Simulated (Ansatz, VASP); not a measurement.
**Mg: VASP beside Ansatz**

The input INCAR:

```
PREC     = Accurate       # precision mode
ENCUT    = 520            # plane-wave cutoff, eV
EDIFF    = 1E-7           # SCF threshold, eV
ISMEAR   = -1             # smearing method
SIGMA    = 0.1            # smearing width, eV
LREAL    = F              # projectors in reciprocal space
LASPH    = T              # aspherical terms in the spheres
NELM     = 60             # most SCF steps
ALGO     = Normal         # electronic algorithm
ISIF     = 2              # what is computed and relaxed
LWAVE    = F              # write WAVECAR
LCHARG   = F              # write CHGCAR
GGA      = RP             # functional
NBANDS   = 7              # bands
```

File KPOINTS:

```
regular mesh
0
Gamma
  13 13 13
```

File POSCAR:

```
Mg
1.0
    0.0000000000      2.3738526251      2.3738526251
    2.3738526251      0.0000000000      2.3738526251
    2.3738526251      2.3738526251      0.0000000000
Mg
1
Direct
    0.0000000000      0.0000000000      0.0000000000
```

Input for Ansatz:

```yaml
crystal:
  lattice:
    - [0.0, 2.3738526251, 2.3738526251]
    - [2.3738526251, 0.0, 2.3738526251]
    - [2.3738526251, 2.3738526251, 0.0]
  atoms:
    - { symbol: Mg, position: [0.0, 0.0, 0.0] }
hamiltonian:
  xc: rpbe
  pseudopotentials:
    kind: paw
    azcp:
      Mg: "pseudopotentials/Mg.paw.azcp"
basis:
  ecutwfc: 420
  fft_grid_basis: typed
kpoints:
  mp_grid: { grid: [13, 13, 13], shift: [0, 0, 0] }
magnetization:
  spin_polarized: false
scf:
  occupations: { method: fermi_dirac, width: 0.1 }
  lower_state_search: "off"
output:
  stress: true
  write_density: true
  write_potential: true
  elf: true
  volumetric_format: npy
```

Alike in both runs: task single point; functional RPBE; k mesh 13 × 13 × 13; occupations fermi-dirac, width 0.1 eV; no spin polarisation.

|  | VASP | Ansatz |
| --- | --- | --- |
| version | VASP 6.6.1 | Ansatz 0.2.0 |
| potentials or method | VASP PAW PBE potentials, release 64 (Mg), cutoff 520 eV | plane waves (420 eV) with PAW, scalar-relativistic |
| valence electrons in the cell | 2 | 10 |

```tsv
	VASP	Ansatz	Ansatz less VASP
pressure (GPa)	-3.1	-3.0	+0.15
```

VASP's potentials were made for PBE, not for RPBE. The functional is the same, so the differences come from potentials, cutoffs and numerics. VASP's potentials hold 2 valence electrons a cell and Ansatz's 10, so a difference there can come from the potentials and not from the codes.
